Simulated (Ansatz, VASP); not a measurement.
Be: VASP beside Ansatz

```
Be
1.0
     0.00000    1.57948    1.57948
     1.57948    0.00000    1.57948
     1.57948    1.57948    0.00000
Be
1
Direct
  0.50000 0.50000 0.50000
```

Alike in both runs: functional r2SCAN; k mesh 22 × 22 × 22; occupations gaussian, width 0.1 eV; no spin polarisation.

Ansatz relaxed the structure, and its values are those at the end. VASP's run is a single point on that final structure, the one shown.

```csv
,VASP,Ansatz
version,VASP 6.6.1,Ansatz 0.2.0
potentials or method,"VASP PAW PBE potentials, release 64 (Be), cutoff 520 eV","scalar-relativistic, plane waves, PAW"
valence electrons in the cell,2,2
```

```csv
,VASP,Ansatz,Ansatz less VASP
gap on the k mesh at the Fermi level (eV),none,none,-
pressure (GPa),0.1,0.0,-0.17
```

VASP's potentials were made for PBE, not for r2SCAN. A gap of «none» marks a metal or a gap that the smearing closes.
